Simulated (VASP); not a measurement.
# TiAl3 (I4/mmm) in VASP: further runs

TiAl3 is run at these levels: LDA; tasks: single point.

Program: VASP 6.6.1. These are calculated values, not measurements. Logs are shortened: lines on timing, memory, paths and dates and some standing lists are left out, and cuts for length are marked.

## (1) The cell of the first run

The structure is tetragonal, space group I4/mmm (No. 139). The conventional cell has a = 3.534 Å, b = 3.534 Å, c = 8.148 Å, α = 90.00°, β = 90.00°, γ = 90.00°. Within 3.3 Å of Ti (site symmetry 4/mmm) lie 12 Al at 2.50 to 2.70 Å. Al (site symmetry 4/mmm) has 4 Ti at 2.50 Å and 8 Al at 2.70 Å within 3.3 Å. Al (site symmetry -4m2) has 8 Al at 2.50 to 2.70 Å and 4 Ti at 2.70 Å within 3.3 Å.

## (2) Single point, LDA (12.72 Å³/atom)

INCAR

```
SYSTEM = TiAl3
PREC = Accurate
ENCUT = 520
EDIFF = 1E-6
ISMEAR = 0
SIGMA = 0.15
LREAL = .FALSE.
LASPH = .TRUE.
NELM = 80
ALGO = Fast
ISIF = 2
LWAVE = .FALSE.
LCHARG = .TRUE.
LELF = .TRUE.
LVHAR = .TRUE.
NBANDS = 18
```

KPOINTS

```
regular mesh
0
G
  16 16 16
  0 0 0
```

POSCAR

```
TiAl3
1.0
   -1.7668682472      1.7668682472      4.0742214912
    1.7668682472     -1.7668682472      4.0742214912
    1.7668682472      1.7668682472     -4.0742214912
Ti Al
1 3
Direct
    0.0000000000      0.0000000000      0.0000000000
    0.5000000000      0.5000000000      0.0000000000
    0.7500000000      0.2500000000      0.5000000000
    0.2500000000      0.7500000000      0.5000000000
```

Potentials or basis: VASP PAW LDA potentials, release 64 (Ti_sv, Al).

Run with:

```sh
> cat potpaw_LDA.64/Ti_sv/POTCAR potpaw_LDA.64/Al/POTCAR > POTCAR
> mpirun -np 1 vasp_std > vasp.out
```

OUTCAR:

```text
SYSTEM = TiAl3
   PREC = Accurate
   ENCUT = 520
   EDIFF = 1E-6
   ISMEAR = 0
   LREAL = .FALSE.
   LASPH = .TRUE.
   NELM = 80
   ISIF = 2

 ion  position               nearest neighbor table
   1  0.000  0.000  0.000-   2 2.50   2 2.50   2 2.50   2 2.50   4 2.70   3 2.70   4 2.70   4 2.70
                             3 2.70   3 2.70   4 2.70   3 2.70
   2  0.500  0.500  0.000-   1 2.50   1 2.50   1 2.50   1 2.50   4 2.70   3 2.70   4 2.70   3 2.70
                             4 2.70   4 2.70   3 2.70   3 2.70
   3  0.750  0.250  0.500-   4 2.50   4 2.50   4 2.50   4 2.50   2 2.70   1 2.70   2 2.70   1 2.70
                             2 2.70   2 2.70   1 2.70   1 2.70
   4  0.250  0.750  0.500-   3 2.50   3 2.50   3 2.50   3 2.50   2 2.70   1 2.70   2 2.70   2 2.70
                             1 2.70   1 2.70   2 2.70   1 2.70

  LATTYP: Found a body centered tetragonal cell.
 ALAT       =     3.5337364944
 C/A-ratio  =     2.3059000000

  Lattice vectors:

 A1 = (  -1.7668682472,   1.7668682472,   4.0742214912)
 A2 = (   1.7668682472,  -1.7668682472,   4.0742214912)
 A3 = (   1.7668682472,   1.7668682472,  -4.0742214912)

Analysis of symmetry for initial positions (statically):
=====================================================================
 Subroutine PRICEL returns:
 Original cell was already a primitive cell.

 Routine SETGRP: Setting up the symmetry group for a
 body centered tetragonal supercell.

 Subroutine GETGRP returns: Found 16 space group operations
 (whereof 16 operations were pure point group operations)
 out of a pool of 16 trial point group operations.

The static configuration has the point symmetry D_4h.

Analysis of symmetry for dynamics (positions and initial velocities):
=====================================================================
 Subroutine PRICEL returns:
 Original cell was already a primitive cell.

 Routine SETGRP: Setting up the symmetry group for a
 body centered tetragonal supercell.

 Subroutine GETGRP returns: Found 16 space group operations
 (whereof 16 operations were pure point group operations)
 out of a pool of 16 trial point group operations.

The dynamic configuration has the point symmetry D_4h.

 Subroutine INISYM returns: Found 16 space group operations
 (whereof 16 operations are pure point group operations),
 and found     1 'primitive' translations

----------------------------------------------------------------------------------------

                                     Primitive cell

  volume of cell :      50.8760

  direct lattice vectors                    reciprocal lattice vectors
    -1.766868247  1.766868247  4.074221491     0.000000000  0.282986579  0.122722832
     1.766868247 -1.766868247  4.074221491     0.282986579  0.000000000  0.122722832
     1.766868247  1.766868247 -4.074221491     0.282986579  0.282986579  0.000000000

  length of vectors
     4.779427535  4.779427535  4.779427535     0.308451450  0.308451450  0.400203457

  position of ions in fractional coordinates (direct lattice)
     0.000000000  0.000000000  0.000000000
     0.500000000  0.500000000  0.000000000
     0.750000000  0.250000000  0.500000000
     0.250000000  0.750000000  0.500000000

  ion indices of the primitive-cell ions
   primitive index   ion index
                 1           1
                 2           2
                 3           3
                 4           4

----------------------------------------------------------------------------------------

 KPOINTS: regular mesh

Automatic generation of k-mesh.
 Grid dimensions read from file:
 generate k-points for:   16   16   16

 Generating k-lattice:

  Cartesian coordinates                     Fractional coordinates (reciprocal lattice)
     0.000000000  0.017686661  0.007670177     0.062500000  0.000000000 -0.000000000
     0.017686661  0.000000000  0.007670177     0.000000000  0.062500000 -0.000000000
     0.017686661  0.017686661  0.000000000     0.000000000  0.000000000  0.062500000

  Length of vectors
     0.019278216  0.019278216  0.025012716

  Shift w.r.t. Gamma in fractional coordinates (k-lattice)
     0.000000000  0.000000000  0.000000000

 Subroutine IBZKPT returns following result:
 ===========================================

 Found    349 irreducible k-points:

 Following reciprocal coordinates:
            Coordinates               Weight
  0.000000  0.000000  0.000000      1.000000
  0.062500  0.000000  0.000000      8.000000
  0.125000  0.000000  0.000000      8.000000
  0.187500 -0.000000  0.000000      8.000000
  0.250000  0.000000  0.000000      8.000000
  0.312500  0.000000  0.000000      8.000000
[... 16 lines left out ...]
 -0.125000  0.062500  0.000000     16.000000
 -0.062500  0.062500  0.000000      4.000000
 [... further k-points ...]
   k-points           NKPTS =    349   k-points in BZ     NKDIM =    349   number of bands    NBANDS=     18
   number of dos      NEDOS =    301   number of ions     NIONS =      4
   total plane-waves  NPLWV =  46656
   dimension x,y,z NGX =    36 NGY =   36 NGZ =   36
   dimension x,y,z NGXF=    72 NGYF=   72 NGZF=   72
   ions per type =               1   3
   NGX,Y,Z   is equivalent  to a cutoff of  12.52, 12.52, 12.52 a.u.
   NGXF,Y,Z  is equivalent  to a cutoff of  25.04, 25.04, 25.04 a.u.
 SYSTEM =  TiAl3
   PREC   = accura    normal or accurate (medium, high low for compatibility)
   ISTART =      0    job   : 0-new  1-cont  2-samecut
   ICHARG =      2    charge: 1-file 2-atom 10-const
   ISPIN  =      1    spin polarized calculation?
   LNONCOLLINEAR =      F non collinear calculations
   LSORBIT =      F    spin-orbit coupling
   LASPH  =      T    aspherical Exc in radial PAW
   ENCUT  =  520.0 eV  38.22 Ry    6.18 a.u.   8.89  8.89  8.89*2*pi/ulx,y,z
   NELM   =     80;   NELMIN=  2; NELMDL= -5     # of ELM steps
   EDIFF  = 0.1E-05   stopping-criterion for ELM
   LREAL  =      F    real-space projection
   EDIFFG = 0.1E-04   stopping-criterion for IOM
   NSW    =      0    number of steps for IOM
   IBRION =     -1    ionic relax: 0-MD 1-quasi-New 2-CG
   NFREE  =      0    steps in history (QN), initial steepest desc. (CG)
   ISIF   =      2    stress and relaxation
   ISYM   =      2    0-nonsym 1-usesym 2-fastsym
   POTIM  = 0.5000    time-step for ionic-motion
   TEBEG  =    0.0;   TEEND  =   0.0 temperature during run
   PSTRESS=    0.0 pullay stress
   NELECT =      21.0000    total number of electrons
   NUPDOWN=      -1.0000    fix difference up-down
   EMIN   =  10.00;   EMAX   =-10.00  energy-range for DOS
   EFERMI =   0.00;   METHOD = LEGACY
   ISMEAR =     0;   SIGMA  =   0.15  broadening in eV -4-tet -1-fermi 0-gaus
   EFERMI_NEDOS =   21; number of points for ismear=-14 and -15
   IALGO  =     68    algorithm
   IMIX   =      4    mixing-type and parameters
     AMIX     =   0.40;   BMIX     =  1.00
     AMIX_MAG =   1.60;   BMIX_MAG =  1.00
  volume/ion in A,a.u.               =      12.72        85.83
  Fermi-wavevector in a.u.,A,eV,Ry     =   1.218925  2.303434 20.215235  1.485778
  Thomas-Fermi vector in A             =   2.354195
   LORBIT       =      0    0 simple, 1 ext, 2 COOP (PROOUT), +10 PAW based schemes
   GGA     = CA    functional components
   LHFCALC =     F    Hartree Fock is set to
   AEXX    =    0.0000 exact exchange contribution
   IVDW    =     0    specifies the selected vdW correction
   LEPSILON=     F    determine dielectric tensor
   LRPA    =     F    only Hartree local field effects (RPA)
 non-spin polarized calculation
 RMM-DIIS sequential band-by-band and
 Gauss-broadening in eV      SIGMA  =   0.15
  energy-cutoff  :      520.00
  volume of cell :       50.88
 maximum number of plane-waves:      1394
   NGX = 17   NGY = 17   NGZ = 17

 number of electron      21.0000002 magnetization

 Free energy of the ion-electron system (eV)
  ---------------------------------------------------
  ext. energy  EPLUGINS =         0.00000000
  ---------------------------------------------------
  free energy    TOTEN  =       -22.00125277 eV

  energy without entropy =      -21.98629785  energy(sigma->0) =      -21.99377531

 E-fermi :  10.3791     XC(G=0): -11.8548

 val. band max:       10.3782017586   @ k =  -0.3750  -0.4375   0.3750
 cond. band min:      10.3802533217   @ k =  -0.3125  -0.4375   0.2500
 fundamental gap:      0.0020515631
 Fermi energy:        10.3791297308

 k-point     1 :       0.0000    0.0000    0.0000
  band No.  band energies     occupation
      1     -44.7355      2.00000
      2     -21.4991      2.00000
      3     -21.4991      2.00000
      4     -21.4360      2.00000
      5      -0.7896      2.00000
      6       7.0822      2.00000
[... 10 lines left out ...]
     17      15.1910      0.00000
     18      15.1911      0.00000

 k-point     2 :       0.0625    0.0000    0.0000
  band No.  band energies     occupation
      1     -44.7353      2.00000
      2     -21.5022      2.00000
      3     -21.4989      2.00000
      4     -21.4359      2.00000
      5      -0.7318      2.00000
      6       6.7942      2.00000
[... 10 lines left out ...]
     17      15.2039      0.00000
     18      15.5142      0.00000

 k-point     3 :       0.1250    0.0000    0.0000
  band No.  band energies     occupation
      1     -44.7347      2.00000
      2     -21.5110      2.00000
      3     -21.4984      2.00000
      4     -21.4354      2.00000
      5      -0.5593      2.00000
      6       6.4340      2.00000
[... 10 lines left out ...]
     17      15.2777      0.00000
     18      16.2852      0.00000

 k-point     4 :       0.1875   -0.0000    0.0000
  band No.  band energies     occupation
      1     -44.7339      2.00000
      2     -21.5242      2.00000
      3     -21.4976      2.00000
      4     -21.4348      2.00000
      5      -0.2750      2.00000
      6       6.0594      2.00000
[... 10 lines left out ...]
     17      15.5803      0.00000
     18      17.2629      0.00000

 k-point     5 :       0.2500    0.0000    0.0000
  band No.  band energies     occupation
      1     -44.7329      2.00000
      2     -21.5397      2.00000
      3     -21.4967      2.00000
      4     -21.4341      2.00000
      5       0.1164      2.00000
      6       5.5938      2.00000
[... 10 lines left out ...]
     17      16.0309      0.00000
     18      17.3761      0.00000

 k-point     6 :       0.3125    0.0000    0.0000
  band No.  band energies     occupation
      1     -44.7319      2.00000
      2     -21.5551      2.00000
      3     -21.4958      2.00000
      4     -21.4333      2.00000
      5       0.6085      2.00000
      6       4.9567      2.00000
[... 10 lines left out ...]
     17      16.3918      0.00000
     18      16.8843      0.00000

 k-point     7 :       0.3750   -0.0000    0.0000
  band No.  band energies     occupation
      1     -44.7311      2.00000
      2     -21.5682      2.00000
      3     -21.4950      2.00000
      4     -21.4326      2.00000
      5       1.1926      2.00000
      6       4.1918      2.00000
[... 10 lines left out ...]
     17      16.2084      0.00000
     18      17.3729      0.00000

 k-point     8 :       0.4375   -0.0000    0.0000
  band No.  band energies     occupation
      1     -44.7305      2.00000
      2     -21.5769      2.00000
      3     -21.4945      2.00000
      4     -21.4322      2.00000
      5       1.8567      2.00000
      6       3.3914      2.00000
[... 10 lines left out ...]
     17      16.0876      0.00000
     18      17.9637      0.00000
[... 229 lines left out ...]
     17      16.6108      0.00000
     18      16.9360      0.00000

 k-point    20 :      -0.3125    0.0625    0.0000
  band No.  band energies     occupation
      1     -44.7317      2.00000
      2     -21.5547      2.00000
      3     -21.4987      2.00000
      4     -21.4326      2.00000
      5       0.5797      2.00000
      6       5.1282      2.00000
[... 10 lines left out ...]
     17      16.0806      0.00000
     18      16.8382      0.00000

 k-point    21 :      -0.2500    0.0625   -0.0000
  band No.  band energies     occupation
      1     -44.7327      2.00000
      2     -21.5394      2.00000
      3     -21.4996      2.00000
      4     -21.4334      2.00000
      5       0.1032      2.00000
      6       5.8241      2.00000
[... 10 lines left out ...]
     17      16.0437      0.00000
     18      16.8561      0.00000

 k-point    22 :      -0.1875    0.0625   -0.0000
  band No.  band energies     occupation
      1     -44.7337      2.00000
      2     -21.5239      2.00000
      3     -21.5006      2.00000
      4     -21.4342      2.00000
      5      -0.2713      2.00000
      6       6.3787      2.00000
[... 10 lines left out ...]
     17      15.7832      0.00000
     18      17.2497      0.00000

 k-point    23 :      -0.1250    0.0625    0.0000
  band No.  band energies     occupation
      1     -44.7345      2.00000
      2     -21.5108      2.00000
      3     -21.5014      2.00000
      4     -21.4349      2.00000
      5      -0.5378      2.00000
      6       6.8152      2.00000
[... 10 lines left out ...]
     17      15.5478      0.00000
     18      16.2760      0.00000

 k-point    24 :      -0.0625    0.0625    0.0000
  band No.  band energies     occupation
      1     -44.7351      2.00000
      2     -21.5023      2.00000
      3     -21.5017      2.00000
      4     -21.4355      2.00000
      5      -0.6922      2.00000
      6       7.1681      2.00000
[... 10 lines left out ...]
     17      15.4164      0.00000
     18      15.5444      0.00000

 [... further k-points ...]
[... 5 lines left out ...]
  --------------------------------------------------------------------------------------
  -------------------------------------------------------------------------------------
  Total       10.3084661     10.3084661      7.3795161      0.0000000      0.0000000      0.0000000
  in kB      324.6322577    324.6322577    232.3943185      0.0000000      0.0000000      0.0000000
  external PRESSURE =     293.8862780 kB  Pullay stress =       0.0000000 kB

 VOLUME and BASIS-vectors are now :
 -----------------------------------------------------------------------------
  energy-cutoff  :      520.00
  volume of cell :       50.88
      direct lattice vectors                 reciprocal lattice vectors
    -1.766868247  1.766868247  4.074221491     0.000000000  0.282986579  0.122722832
     1.766868247 -1.766868247  4.074221491     0.282986579  0.000000000  0.122722832
     1.766868247  1.766868247 -4.074221491     0.282986579  0.282986579  0.000000000

 POSITION                                       TOTAL-FORCE (eV/Angst)
 -----------------------------------------------------------------------------------
      0.00000      0.00000      0.00000        -0.000000     -0.000000     -0.000000
      0.00000      0.00000      4.07422        -0.000000     -0.000000     -0.000000
     -0.00000      1.76687      2.03711        -0.000000     -0.000000     -0.000000
      1.76687     -0.00000      2.03711         0.000000      0.000000      0.000000
 -----------------------------------------------------------------------------------
    total drift:                               -0.000000      0.000000      0.000000

  FREE ENERGIE OF THE ION-ELECTRON SYSTEM (eV)
  ---------------------------------------------------
  free  energy   TOTEN  =       -22.0012527710 eV

  energy  without entropy=      -21.9862978516  energy(sigma->0) =      -21.99377531
```

Run time: 10 min. Hardware: 1 thread of Intel Xeon Platinum 8488C (Sapphire Rapids), shared host; peak memory 0.4 GiB.

Results:

```
Free energy            : -22.0013 eV
Pressure               : 29.4 GPa
Band gap on the k mesh : zero (an odd number of electrons rules out a gap without spin polarisation)
```

Stress tensor (GPa, compression positive):
```
32.46  0.00  0.00
 0.00 32.46  0.00
 0.00  0.00 23.24
```

Caveat: the cell stands under pressure.

## (3) Single point, LDA (12.72 Å³/atom)

INCAR

```
ALGO     = Fast           # electronic algorithm
EDIFF    = 1E-6           # SCF threshold, eV
ENCUT    = 520            # plane-wave cutoff, eV
GGA      = CA             # functional
ISIF     = 2              # what is computed and relaxed
ISMEAR   = 0              # smearing method
LASPH    = True           # aspherical terms in the spheres
LCHARG   = False          # write CHGCAR
LREAL    = False          # projectors in reciprocal space
LWAVE    = False          # write WAVECAR
NBANDS   = 18             # bands
NELM     = 60             # most SCF steps
PREC     = Accurate       # precision mode
SIGMA    = 0.15           # smearing width, eV
```

KPOINTS

```
k-points
0
Gamma
  16 16 16
```

POSCAR

```
TiAl3
1.0
   -1.7511874586      1.7511874586      4.1475123770
    1.7511874586     -1.7511874586      4.1475123770
    1.7511874586      1.7511874586     -4.1475123770
Ti Al
1 3
Direct
    0.0000000000      0.0000000000      0.0000000000
    0.5000000000      0.5000000000      0.0000000000
    0.7500000000      0.2500000000      0.5000000000
    0.2500000000      0.7500000000      0.5000000000
```

Potentials or basis: VASP PAW LDA potentials, release 64 (Ti_sv, Al).

Run with:

```sh
> cat potpaw_LDA.64/Ti_sv/POTCAR potpaw_LDA.64/Al/POTCAR > POTCAR
> mpirun -np 1 vasp_std > vasp.out
```

It took 15 min on 1 thread of Intel Xeon Platinum 8488C (Sapphire Rapids), shared host; peak memory 0.4 GiB.

It converged, with:

```
Free energy            : -21.9250 eV
Pressure               : 29.8 GPa
Band gap on the k mesh : zero (an odd number of electrons rules out a gap without spin polarisation)
```

Stress tensor (GPa, compression positive):
```
35.68  0.00  0.00
 0.00 35.68  0.00
 0.00  0.00 17.91
```

Levels at points of the mesh, in eV from the Fermi level:
```tsv
k point	band 9	band 10	band 11	band 12	band 13	band 14
(0.00, 0.00, 0.00)	-1.21	-1.21	1.10	2.33	2.65	2.65
(0.50, 0.00, 0.00)	-1.03	-0.62	0.73	2.53	2.79	3.34
(0.50, 0.50, 0.00)	-2.57	-2.47	-1.40	2.51	2.66	2.76
(0.50, 0.50, 0.50)	-0.41	-0.41	0.81	0.81	1.23	3.24
```

Caveat: the cell stands under pressure.

(Part 1 of 3 ends here.)
